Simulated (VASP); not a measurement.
# TeRu (Pm-3m) in VASP: notebook

TeRu is run at these levels: LDA; tasks: single point.

Program: VASP 6.6.1. These are calculated values, not measurements. Logs are shortened: lines on timing, memory, paths and dates and some standing lists are left out, and cuts for length are marked.

**1. The cell of the first run**

It takes space group Pm-3m (No. 221, cubic). The conventional cell has a = 3.415 Å, b = 3.415 Å, c = 3.415 Å, α = 90.00°, β = 90.00°, γ = 90.00°. Within 3.9 Å of Ru (site symmetry m-3m) lie 8 Te at 2.96 Å and 6 Ru at 3.42 Å. Te (site symmetry m-3m) has 8 Ru at 2.96 Å and 6 Te at 3.42 Å within 3.9 Å.

**2. Single point, LDA, collinear spin, ferromagnetic start**

Input file INCAR:

```
SYSTEM = TeRu
ALGO     = Normal         ! electronic algorithm
EDIFF    = 1E-7           ! SCF threshold, eV
ENCUT    = 520            ! plane-wave cutoff, eV
ISIF     = 2              ! what is computed and relaxed
ISMEAR   = 0              ! smearing method
ISPIN    = 2              ! spin polarisation
LASPH    = .True.         ! aspherical terms in the spheres
LCHARG   = .False.        ! write CHGCAR
LMAXMIX  = 4              ! l up to which the mixer works
LORBIT   = 11             ! projections on sites
LREAL    = .False.        ! projectors in reciprocal space
LWAVE    = .False.        ! write WAVECAR
MAGMOM   = 4 4 0 0        ! initial moments
NBANDS   = 32             ! bands
NELM     = 150            ! most SCF steps
PREC     = Accurate       ! precision mode
SIGMA    = 0.05           ! smearing width, eV
```

Input file KPOINTS:

```
k-points
0
Gamma
  6 6 3
  0 0 0
```

Input file POSCAR:

```
TeRu
1.0
    3.4153846100      0.0000000000      0.0000000000
    0.0000000000      3.4153846100      0.0000000000
    0.0000000000      0.0000000000      6.8307692200
Ru Te
2 2
Direct
    0.0000000000      0.0000000000      0.0000000000
    0.0000000000      0.0000000000      0.5000000000
    0.5000000000      0.5000000000      0.2500000000
    0.5000000000      0.5000000000      0.7500000000
```

Potentials or basis: VASP PAW LDA potentials, release 64 (Ru_pv, Te).

Command:

```console
cat potpaw_LDA.64/Ru_pv/POTCAR potpaw_LDA.64/Te/POTCAR > POTCAR
mpirun -np 1 vasp_std > vasp.out
```

OUTCAR:

```text
SYSTEM = TeRu
   EDIFF = 1E-7
   ENCUT = 520
   ISIF = 2
   ISMEAR = 0
   ISPIN = 2
   LASPH = .True.
   LORBIT = 11
   LREAL = .False.
   NELM = 150
   PREC = Accurate

 ion  position               nearest neighbor table
   1  0.000  0.000  0.000-   3 2.96   4 2.96   3 2.96   4 2.96   3 2.96   4 2.96   3 2.96   4 2.96

   2  0.000  0.000  0.500-   3 2.96   4 2.96   3 2.96   4 2.96   3 2.96   4 2.96   3 2.96   4 2.96

   3  0.500  0.500  0.250-   1 2.96   2 2.96   1 2.96   2 2.96   1 2.96   2 2.96   1 2.96   2 2.96
                             4 3.42   4 3.42
   4  0.500  0.500  0.750-   1 2.96   2 2.96   1 2.96   2 2.96   1 2.96   2 2.96   1 2.96   2 2.96
                             3 3.42   3 3.42

  LATTYP: Found a simple tetragonal cell.
 ALAT       =     3.4153846100
 C/A-ratio  =     2.0000000000

  Lattice vectors:

 A1 = (   3.4153846100,   0.0000000000,   0.0000000000)
 A2 = (   0.0000000000,   3.4153846100,   0.0000000000)
 A3 = (   0.0000000000,   0.0000000000,   6.8307692200)

Analysis of symmetry for initial positions (statically):
=====================================================================
 Subroutine PRICEL returns following result:

  LATTYP: Found a simple cubic cell.
 ALAT       =     3.4153846100
[... 12 lines left out ...]
 Subroutine GETGRP returns: Found 16 space group operations
 (whereof 16 operations were pure point group operations)
 out of a pool of 16 trial point group operations.

The static configuration has the point symmetry D_4h.

Analysis of symmetry for dynamics (positions and initial velocities):
=====================================================================
 Subroutine PRICEL returns following result:

  LATTYP: Found a simple cubic cell.
 ALAT       =     3.4153846100
[... 12 lines left out ...]
 Subroutine GETGRP returns: Found 16 space group operations
 (whereof 16 operations were pure point group operations)
 out of a pool of 16 trial point group operations.

The dynamic configuration has the point symmetry D_4h.

Analysis of structural, dynamic, and magnetic symmetry:
=====================================================================
 Subroutine PRICEL returns following result:

  LATTYP: Found a simple cubic cell.
 ALAT       =     3.4153846100
[... 12 lines left out ...]
 Subroutine GETGRP returns: Found 16 space group operations
 (whereof 16 operations were pure point group operations)
 out of a pool of 16 trial point group operations.

The overall configuration has the point symmetry D_4h.

 Subroutine INISYM returns: Found 16 space group operations
 (whereof 16 operations are pure point group operations),
 and found     2 'primitive' translations

----------------------------------------------------------------------------------------

[... 118 lines left out ...]
 spin polarized calculation
 Gauss-broadening in eV      SIGMA  =   0.05
  energy-cutoff  :      520.00
  volume of cell :       79.68
 maximum number of plane-waves:      2168
 NGX is ok and might be reduce to    28
   NGX = 13   NGY = 13   NGZ = 25

 number of electron      40.0000008 magnetization       1.2487367

 Free energy of the ion-electron system (eV)
  ---------------------------------------------------
  ext. energy  EPLUGINS =         0.00000000
  ---------------------------------------------------
  free energy    TOTEN  =       -26.83984493 eV

  energy without entropy =      -26.83572975  energy(sigma->0) =      -26.83778734

 E-fermi :  10.3366     XC(G=0): -11.9752

 val. band max:       10.2622194417   @ k =   0.5000   0.3333   0.3333
 cond. band min:      10.3450839532   @ k =   0.1667   0.1667   0.0000
 fundamental gap:      0.0828645115
 Fermi energy:        10.3366103734

 spin component 1

 k-point     1 :       0.0000    0.0000    0.0000
  band No.  band energies     occupation
      1     -31.9462      1.00000
      2     -31.8991      1.00000
      3     -31.8991      1.00000
      4     -31.8991      1.00000
      5     -31.8946      1.00000
      6     -31.8946      1.00000
[... 689 lines left out ...]
     31      17.3877      0.00000
     32      20.6003      0.00000
 Fermi energy:        10.3366103734

 spin component 2

 k-point     1 :       0.0000    0.0000    0.0000
  band No.  band energies     occupation
      1     -31.5363      1.00000
      2     -31.4883      1.00000
      3     -31.4883      1.00000
      4     -31.4883      1.00000
      5     -31.4836      1.00000
      6     -31.4836      1.00000
[... 689 lines left out ...]
     31      17.4885      0.00000
     32      20.7354      0.00000

------------------------ aborting loop because EDIFF is reached ----------------------------------------

  FORCE on cell =-STRESS in cart. coord.  units (eV):
  Direction    XX          YY          ZZ          XY          YZ          ZX
  --------------------------------------------------------------------------------------
  -------------------------------------------------------------------------------------
  Total       -8.7411868     -8.7411868     -8.7406708      0.0000000      0.0000000      0.0000000
  in kB     -175.7648946   -175.7648946   -175.7545175      0.0000000      0.0000000      0.0000000
  external PRESSURE =    -175.7614356 kB  Pullay stress =       0.0000000 kB

 VOLUME and BASIS-vectors are now :
 -----------------------------------------------------------------------------
  energy-cutoff  :      520.00
  volume of cell :       79.68
      direct lattice vectors                 reciprocal lattice vectors
     3.415384610  0.000000000  0.000000000     0.292792793  0.000000000  0.000000000
     0.000000000  3.415384610  0.000000000     0.000000000  0.292792793  0.000000000
     0.000000000  0.000000000  6.830769220     0.000000000  0.000000000  0.146396397

 POSITION                                       TOTAL-FORCE (eV/Angst)
 -----------------------------------------------------------------------------------
      0.00000      0.00000      0.00000        -0.000000     -0.000000     -0.000000
      0.00000      0.00000      3.41538        -0.000000     -0.000000     -0.000000
      1.70769      1.70769      1.70769         0.000000      0.000000      0.000000
      1.70769      1.70769      5.12308        -0.000000     -0.000000      0.000000
 -----------------------------------------------------------------------------------
    total drift:                               -0.000000     -0.000000      0.000000

  FREE ENERGIE OF THE ION-ELECTRON SYSTEM (eV)
  ---------------------------------------------------
  free  energy   TOTEN  =       -26.8398449323 eV

  energy  without entropy=      -26.8357297491  energy(sigma->0) =      -26.83778734

 total charge

# of ion       s       p       d       tot
------------------------------------------
    1        0.228   6.117   6.099  12.444
    2        0.228   6.117   6.099  12.444
    3        1.424   1.755   0.113   3.292
    4        1.424   1.755   0.113   3.292
--------------------------------------------------
tot          3.304  15.745  12.423  31.472

 magnetization (x)

# of ion       s       p       d       tot
------------------------------------------
    1        0.007   0.001   0.598   0.605
    2        0.007   0.001   0.598   0.605
    3        0.016  -0.008  -0.003   0.005
    4        0.016  -0.008  -0.003   0.005
--------------------------------------------------
tot          0.045  -0.014   1.189   1.220
```

Run time: 67 s. Hardware: 1 thread of Intel Xeon Platinum 8488C (Sapphire Rapids), shared host; peak memory 0.22 GiB.

Results:

| Item | Value |
| --- | --- |
| Free energy | -26.8398 eV |
| Pressure | -17.6 GPa |
| Net moment | 1.25 μB per cell |
| Site moments | Ru +0.60; Te +0.01 μB |
| Valence electrons inside the program's atomic spheres | Ru 12.44; Te 3.29 |

Caveat: spin-orbit coupling is left out, which moves the levels of the heavy elements; the moment fell far below its start of 4 μB, so a state of higher moment may lie lower in energy.

**3. Single point, LDA, collinear spin, ferrimagnetic start**

Input file INCAR:

```
PREC = Accurate ; ENCUT = 520
EDIFF = 1E-6 ; ISMEAR = 0
SIGMA = 0.05 ; LREAL = F
LASPH = T ; NELM = 150
ALGO = Normal ; ISIF = 2
LWAVE = F ; LCHARG = F
ISPIN = 2 ; MAGMOM = 0.52 -0.23 0 0
LORBIT = 11 ; LMAXMIX = 4
GGA = CA ; NBANDS = 32
```

Input file KPOINTS:

```
Automatic mesh
0
Gamma
  6 6 3
```

POSCAR is that of step 2.

Potentials or basis: VASP PAW LDA potentials, release 64 (Ru_pv, Te).

Command:

```console
cat potpaw_LDA.64/Ru_pv/POTCAR potpaw_LDA.64/Te/POTCAR > POTCAR
mpirun -np 1 vasp_std > vasp.out
```

Run time: 98 s. Hardware: 1 thread of Intel Xeon Platinum 8488C (Sapphire Rapids), shared host; peak memory 0.22 GiB.

The run converged. Its results:

- Free energy: -26.8398 eV
- Pressure: -17.6 GPa
- Net moment: 1.25 μB per cell
- Site moments: Ru +0.60; Te +0.01 μB
- Valence electrons inside the program's atomic spheres: Ru 12.44; Te 3.29

Levels at points of the mesh, in eV from the Fermi level:
Spin up:
```tsv
k point	band 17	band 18	band 19	band 20	band 21	band 22	band 23	band 24	band 25	band 26
(0.00, 0.00, 0.00)	-0.95	-0.88	-0.88	-0.88	-0.88	-0.13	2.87	3.23	3.23	5.44
(0.50, 0.00, 0.00)	-1.71	-0.88	-0.53	-0.17	-0.13	1.18	1.91	3.23	3.23	5.44
(0.50, 0.50, 0.00)	-0.53	-0.17	-0.11	-0.11	1.18	1.89	1.89	1.89	1.91	2.29
```
Spin down:
```
           k point  band 15  band 16  band 17  band 18  band 19  band 20  band 21  band 22  band 23  band 24
(0.00, 0.00, 0.00)    -0.86    -0.86    -0.86    -0.64    -0.64    -0.64    -0.57     0.31     2.99     3.37
(0.50, 0.00, 0.00)    -2.31    -1.43    -1.43    -0.57    -0.26     0.31     0.31     1.18     2.19     3.37
(0.50, 0.50, 0.00)    -1.43    -1.43    -0.26     0.31     0.36     0.36     1.18     1.96     1.96     1.96
```

Caveat: spin-orbit coupling is left out, which moves the levels of the heavy elements.
